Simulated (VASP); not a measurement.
# BN (scanat) (P6_3mc) in VASP: single point with r2SCAN

Aim: the single point of BN (scanat) with r2SCAN.

Program: VASP 6.6.1. These are calculated values, not measurements. Logs are shortened: lines on timing, memory, paths and dates and some standing lists are left out, and cuts for length are marked.

**1. The cell of the first run**

The structure is hexagonal, space group P6_3mc (No. 186). Conventional cell: a = 2.541 Å, b = 2.541 Å, c = 4.203 Å, α = 90.00°, β = 90.00°, γ = 120.00°. Within 2.1 Å of B (site symmetry 3m) lie 4 N at 1.56 to 1.57 Å. Within 2.1 Å of N (site symmetry 3m) lie 4 B at 1.56 to 1.57 Å.

**2. Single point, r2SCAN**

File POSCAR:

```
BN
1.0
    2.5405721584      0.0000000000      0.0000000000
   -1.2702860792      2.2002000293      0.0000000000
    0.0000000000      0.0000000000      4.2026429029
B N
2 2
Direct
    0.6666666667      0.3333333333      0.9997366354
    0.3333333333      0.6666666667      0.4997366354
    0.6666666667      0.3333333333      0.6252633646
    0.3333333333      0.6666666667      0.1252633646
```

File INCAR.step1:

```
SYSTEM = BN
PREC = Accurate
ENCUT = 660
ISMEAR = 0
SIGMA = 0.02
LREAL = .False.
LASPH = .True.
NELM = 120
NBANDS = 16
GGA = PE
ALGO = Normal
EDIFF = 1E-5
LWAVE = .True.
LCHARG = .False.
GGA_COMPAT = .False.
```

File INCAR.step2:

```
SYSTEM = BN
PREC = Accurate
ENCUT = 660
EDIFF = 1E-6
ISMEAR = 0
SIGMA = 0.02
LREAL = .False.
LASPH = .True.
NELM = 120
ALGO = Normal
ISIF = 2
LWAVE = .False.
LCHARG = .False.
METAGGA = R2SCAN
LMIXTAU = .True.
NBANDS = 16
ISTART = 1
GGA_COMPAT = .False.
```

File KPOINTS:

```
Automatic mesh
0
Gamma
  12 12 6
  0 0 0
```

Potentials or basis: VASP PAW PBE potentials, release 64 (B, N).

Command:

```console
$ cat potpaw_PBE.64/B/POTCAR potpaw_PBE.64/N/POTCAR > POTCAR
$ cp INCAR.step1 INCAR
$ mpirun -np 1 vasp_std > vasp.out
$ cp INCAR.step2 INCAR
$ mpirun -np 1 vasp_std > vasp.out
```

OUTCAR:

```text
SYSTEM = BN
   PREC = Accurate
   ENCUT = 660
   EDIFF = 1E-6
   ISMEAR = 0
   LREAL = .False.
   LASPH = .True.
   NELM = 120
   ISIF = 2
   METAGGA = R2SCAN
   ISTART = 1

 ion  position               nearest neighbor table
   1  0.667  0.333  1.000-   4 1.56   4 1.56   4 1.56   3 1.57
   2  0.333  0.667  0.500-   3 1.56   3 1.56   3 1.56   4 1.57
   3  0.667  0.333  0.625-   2 1.56   2 1.56   2 1.56   1 1.57
   4  0.333  0.667  0.125-   1 1.56   1 1.56   1 1.56   2 1.57

  LATTYP: Found a hexagonal cell.
 ALAT       =     2.5405721584
 C/A-ratio  =     1.6542111937

  Lattice vectors:

 A1 = (   2.5405721584,   0.0000000000,   0.0000000000)
 A2 = (  -1.2702860792,   2.2002000293,   0.0000000000)
 A3 = (   0.0000000000,   0.0000000000,   4.2026429029)

Analysis of symmetry for initial positions (statically):
=====================================================================
 Subroutine PRICEL returns:
 Original cell was already a primitive cell.

 Routine SETGRP: Setting up the symmetry group for a
 hexagonal supercell.

 Subroutine GETGRP returns: Found 12 space group operations
 (whereof  6 operations were pure point group operations)
 out of a pool of 24 trial point group operations.

The static configuration has the point symmetry C_3v.
 The point group associated with its full space group is C_6v.

Analysis of symmetry for dynamics (positions and initial velocities):
=====================================================================
 Subroutine PRICEL returns:
 Original cell was already a primitive cell.

 Routine SETGRP: Setting up the symmetry group for a
 hexagonal supercell.

 Subroutine GETGRP returns: Found 12 space group operations
 (whereof  6 operations were pure point group operations)
 out of a pool of 24 trial point group operations.

The dynamic configuration has the point symmetry C_3v.
 The point group associated with its full space group is C_6v.

 Subroutine INISYM returns: Found 12 space group operations
 (whereof  6 operations are pure point group operations),
 and found     1 'primitive' translations

----------------------------------------------------------------------------------------

                                     Primitive cell

  volume of cell :      23.4918

  direct lattice vectors                    reciprocal lattice vectors
     2.540572158  0.000000000  0.000000000     0.393612123  0.227252065  0.000000000
    -1.270286079  2.200200029  0.000000000     0.000000000  0.454504130  0.000000000
     0.000000000  0.000000000  4.202642903     0.000000000  0.000000000  0.237945508

  length of vectors
     2.540572158  2.540572158  4.202642903     0.454504130  0.454504130  0.237945508

  position of ions in fractional coordinates (direct lattice)
     0.666666667  0.333333333  0.999736635
     0.333333333  0.666666667  0.499736635
     0.666666667  0.333333333  0.625263365
     0.333333333  0.666666667  0.125263365

  ion indices of the primitive-cell ions
   primitive index   ion index
                 1           1
                 2           2
                 3           3
                 4           4

----------------------------------------------------------------------------------------

 KPOINTS: Automatic mesh

Automatic generation of k-mesh.
 Grid dimensions read from file:
 generate k-points for:   12   12    6

 Generating k-lattice:

  Cartesian coordinates                     Fractional coordinates (reciprocal lattice)
     0.032801010  0.018937672  0.000000000     0.083333333  0.000000000  0.000000000
     0.000000000  0.037875344  0.000000000     0.000000000  0.083333333  0.000000000
     0.000000000  0.000000000  0.039657585     0.000000000  0.000000000  0.166666667

  Length of vectors
     0.037875344  0.037875344  0.039657585

  Shift w.r.t. Gamma in fractional coordinates (k-lattice)
     0.000000000  0.000000000  0.000000000

 Subroutine IBZKPT returns following result:
 ===========================================

 Found     76 irreducible k-points:

 Following reciprocal coordinates:
            Coordinates               Weight
  0.000000  0.000000  0.000000      1.000000
  0.083333  0.000000  0.000000      6.000000
  0.166667  0.000000  0.000000      6.000000
  0.250000  0.000000  0.000000      6.000000
  0.333333 -0.000000  0.000000      6.000000
  0.416667  0.000000  0.000000      6.000000
[... 16 lines left out ...]
  0.250000  0.000000  0.166667     12.000000
  0.333333 -0.000000  0.166667     12.000000
 [... further k-points ...]
   k-points           NKPTS =     76   k-points in BZ     NKDIM =     76   number of bands    NBANDS=     16
   number of dos      NEDOS =    301   number of ions     NIONS =      4
   total plane-waves  NPLWV =  20736
   dimension x,y,z NGX =    24 NGY =   24 NGZ =   36
   dimension x,y,z NGXF=    48 NGYF=   48 NGZF=   72
   ions per type =               2   2
   NGX,Y,Z   is equivalent  to a cutoff of  15.70, 15.70, 14.24 a.u.
   NGXF,Y,Z  is equivalent  to a cutoff of  31.41, 31.41, 28.48 a.u.
 SYSTEM =  BN
   PREC   = accura    normal or accurate (medium, high low for compatibility)
   ISTART =      1    job   : 0-new  1-cont  2-samecut
   ICHARG =      0    charge: 1-file 2-atom 10-const
   ISPIN  =      1    spin polarized calculation?
   LNONCOLLINEAR =      F non collinear calculations
   LSORBIT =      F    spin-orbit coupling
   LASPH  =      T    aspherical Exc in radial PAW
   ENCUT  =  660.0 eV  48.51 Ry    6.96 a.u.   5.32  5.32  8.80*2*pi/ulx,y,z
   NELM   =    120;   NELMIN=  2; NELMDL=  0     # of ELM steps
   EDIFF  = 0.1E-05   stopping-criterion for ELM
   LREAL  =      F    real-space projection
   EDIFFG = 0.1E-04   stopping-criterion for IOM
   NSW    =      0    number of steps for IOM
   IBRION =     -1    ionic relax: 0-MD 1-quasi-New 2-CG
   NFREE  =      0    steps in history (QN), initial steepest desc. (CG)
   ISIF   =      2    stress and relaxation
   ISYM   =      2    0-nonsym 1-usesym 2-fastsym
   POTIM  = 0.5000    time-step for ionic-motion
   TEBEG  =    0.0;   TEEND  =   0.0 temperature during run
   PSTRESS=    0.0 pullay stress
   NELECT =      16.0000    total number of electrons
   NUPDOWN=      -1.0000    fix difference up-down
   EMIN   =  10.00;   EMAX   =-10.00  energy-range for DOS
   EFERMI =   0.00;   METHOD = LEGACY
   ISMEAR =     0;   SIGMA  =   0.02  broadening in eV -4-tet -1-fermi 0-gaus
   EFERMI_NEDOS =   21; number of points for ismear=-14 and -15
   IALGO  =     38    algorithm
   IMIX   =      4    mixing-type and parameters
     AMIX     =   0.40;   BMIX     =  1.00
     AMIX_MAG =   1.60;   BMIX_MAG =  1.00
  volume/ion in A,a.u.               =       5.87        39.63
  Fermi-wavevector in a.u.,A,eV,Ry     =   1.440377  2.721917 28.227805  2.074685
  Thomas-Fermi vector in A             =   2.559128
   LORBIT       =      0    0 simple, 1 ext, 2 COOP (PROOUT), +10 PAW based schemes
   METAGGA = R2SCAN    functional components
   LHFCALC =     F    Hartree Fock is set to
   AEXX    =    0.0000 exact exchange contribution
   IVDW    =     0    specifies the selected vdW correction
   LEPSILON=     F    determine dielectric tensor
   LRPA    =     F    only Hartree local field effects (RPA)
 non-spin polarized calculation
 Gauss-broadening in eV      SIGMA  =   0.02
  energy-cutoff  :      660.00
  volume of cell :       23.49
 maximum number of plane-waves:       922
 NGX is ok and might be reduce to    24
   NGX = 11   NGY = 11   NGZ = 17

 number of electron      16.0000001 magnetization

 Free energy of the ion-electron system (eV)
  ---------------------------------------------------
  ext. energy  EPLUGINS =         0.00000000
  ---------------------------------------------------
  free energy    TOTEN  =       -38.27127945 eV

  energy without entropy =      -38.27127945  energy(sigma->0) =      -38.27127945

 E-fermi :   7.6822     XC(G=0): -13.6658

 val. band max:        7.4774431878   @ k =   0.0000   0.0000   0.0000
 cond. band min:      13.1821198467   @ k =   0.3333   0.3333   0.0000
 fundamental gap:      5.7046766589
 Fermi energy:         7.6821802743

 k-point     1 :       0.0000    0.0000    0.0000
  band No.  band energies     occupation
      1     -14.0636      2.00000
      2      -9.8062      2.00000
      3      -3.8958      2.00000
      4       5.2579      2.00000
      5       5.2579      2.00000
      6       7.1963      2.00000
[... 8 lines left out ...]
     15      20.2739      0.00000
     16      24.9711      0.00000

 k-point     2 :       0.0833    0.0000    0.0000
  band No.  band energies     occupation
      1     -13.9064      2.00000
      2      -9.6861      2.00000
      3      -3.7398      2.00000
      4       4.5312      2.00000
      5       4.9624      2.00000
      6       6.8706      2.00000
[... 8 lines left out ...]
     15      20.7490      0.00000
     16      24.6946      0.00000

 k-point     3 :       0.1667    0.0000    0.0000
  band No.  band energies     occupation
      1     -13.4402      2.00000
      2      -9.3427      2.00000
      3      -3.2777      2.00000
      4       2.7865      2.00000
      5       4.2683      2.00000
      6       5.3788      2.00000
[... 8 lines left out ...]
     15      21.9889      0.00000
     16      23.8841      0.00000

 k-point     4 :       0.2500    0.0000    0.0000
  band No.  band energies     occupation
      1     -12.6839      2.00000
      2      -8.8426      2.00000
      3      -2.5319      2.00000
      4       0.7256      2.00000
      5       3.4905      2.00000
      6       3.5147      2.00000
[... 8 lines left out ...]
     15      23.6007      0.00000
     16      24.0444      0.00000
[... 324 lines left out ...]
 k-point    22 :       0.1667    0.0000    0.1667
  band No.  band energies     occupation
      1     -13.2706      2.00000
      2      -9.8691      2.00000
      3      -2.4744      2.00000
      4       2.9392      2.00000
      5       4.4063      2.00000
      6       4.9161      2.00000
[... 8 lines left out ...]
     15      21.6492      0.00000
     16      23.9138      0.00000

 k-point    23 :       0.2500    0.0000    0.1667
  band No.  band energies     occupation
      1     -12.5199      2.00000
      2      -9.3097      2.00000
      3      -1.8827      2.00000
      4       0.9584      2.00000
      5       3.0619      2.00000
      6       3.6362      2.00000
[... 8 lines left out ...]
     15      23.2363      0.00000
     16      24.1432      0.00000

 k-point    24 :       0.3333   -0.0000    0.1667
  band No.  band energies     occupation
      1     -11.5309      2.00000
      2      -8.7137      2.00000
      3      -1.7374      2.00000
      4      -0.2174      2.00000
      5       1.1952      2.00000
      6       2.9860      2.00000
[... 8 lines left out ...]
     15      24.7496      0.00000
     16      25.0362      0.00000

 [... further k-points ...]
[... 5 lines left out ...]
  --------------------------------------------------------------------------------------
  -------------------------------------------------------------------------------------
  Total        0.4036532      0.4036532      0.3897061      0.0000000      0.0000000      0.0000000
  in kB       27.5297863     27.5297863     26.5785716      0.0000000      0.0000000      0.0000000
  external PRESSURE =      27.2127147 kB  Pullay stress =       0.0000000 kB

 VOLUME and BASIS-vectors are now :
 -----------------------------------------------------------------------------
  energy-cutoff  :      660.00
  volume of cell :       23.49
      direct lattice vectors                 reciprocal lattice vectors
     2.540572158  0.000000000  0.000000000     0.393612123  0.227252065  0.000000000
    -1.270286079  2.200200029  0.000000000     0.000000000  0.454504130  0.000000000
     0.000000000  0.000000000  4.202642903     0.000000000  0.000000000  0.237945508

 POSITION                                       TOTAL-FORCE (eV/Angst)
 -----------------------------------------------------------------------------------
      1.27029      0.73340      4.20154        -0.000000      0.000000      0.006377
     -0.00000      1.46680      2.10021         0.000000     -0.000000      0.006377
      1.27029      0.73340      2.62776         0.000000     -0.000000     -0.006377
     -0.00000      1.46680      0.52644         0.000000      0.000000     -0.006377
 -----------------------------------------------------------------------------------
    total drift:                                0.000000      0.000000     -0.000521

  FREE ENERGIE OF THE ION-ELECTRON SYSTEM (eV)
  ---------------------------------------------------
  free  energy   TOTEN  =       -38.2712794528 eV

  energy  without entropy=      -38.2712794528  energy(sigma->0) =      -38.27127945
```

Wall time 3.1 min (1 thread of Intel Xeon 8259CL, shared host); peak memory 0.18 GiB.

Results:

| Property | Result |
| --- | --- |
| Free energy | -38.2713 eV |
| Pressure | 2.7 GPa |
| Largest force | 0.006 eV/Å |
| Band gap on the k mesh | 5.70 eV, indirect (least direct gap 9.00 eV) |

Forces in eV/Å, atoms in the order of the input:
```
B    0.000  0.000  0.006
B    0.000  0.000  0.006
N    0.000  0.000 -0.006
N    0.000  0.000 -0.006
```

Stress tensor (GPa, compression positive):
```
2.75 0.00 0.00
0.00 2.75 0.00
0.00 0.00 2.66
```

Levels at points of the mesh, in eV from the valence-band top:
| k point | band 5 | band 6 | band 7 | band 8 | band 9 | band 10 | band 11 | band 12 |
| --- | --- | --- | --- | --- | --- | --- | --- | --- |
| (0.00, 0.00, 0.00) | -2.22 | -0.28 | 0.00 | 0.00 | 9.09 | 9.09 | 9.33 | 10.27 |
| (0.50, 0.00, 0.00) | -7.24 | -5.21 | -4.56 | -2.21 | 7.31 | 8.61 | 11.39 | 12.26 |
| (0.00, 0.00, 0.50) | -1.23 | -1.23 | -1.23 | -1.23 | 10.28 | 10.28 | 10.71 | 10.71 |
| (0.50, 0.00, 0.50) | -3.94 | -3.94 | -3.75 | -3.75 | 7.21 | 7.21 | 10.75 | 10.75 |

Caveat: the PAW data sets were made with another functional, which shifts forces and pressure a little. r2SCAN opens gaps a little over a GGA but as a rule still falls short of measured ones.
